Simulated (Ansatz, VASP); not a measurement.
# Cu: VASP beside Ansatz

```xyz
1
Lattice="0.0000 1.7171 1.8527 1.7171 0.0000 1.8527 1.7171 1.7171 0.0000" Properties=species:S:1:pos:R:3 pbc="T T T"
Cu    0.0000    0.0000    0.0000
```

Change from the starting cell: strain -0.050 along x and y, +0.025 along z, atoms carried along.

Alike in both runs: task single point; functional PBE; k mesh 22 × 22 × 22; occupations gaussian, width 0.15 eV; no spin polarisation.

|  | VASP | Ansatz |
| --- | --- | --- |
| version | VASP 6.6.1 | Ansatz 0.2.0 |
| potentials or method | VASP PAW PBE potentials, release 64 (Cu), cutoff 520 eV | scalar-relativistic, plane waves, PAW |
| valence electrons in the cell | 11 | 19 |

VASP gave:

- gap on the k mesh at the Fermi level (eV): none
- pressure (GPa): 17.1
- traceless stress, the component that is largest in VASP (GPa): -4.89

Task: Estimate Ansatz's values.

Result: gap on the k mesh at the Fermi level (eV): none; pressure (GPa): 16.2; traceless stress, the component that is largest in VASP (GPa): -4.91.

A gap of «none» marks a metal or a gap that the smearing closes. VASP's potentials hold 11 valence electrons a cell and Ansatz's 19, so a difference there can come from the potentials and not from the codes.
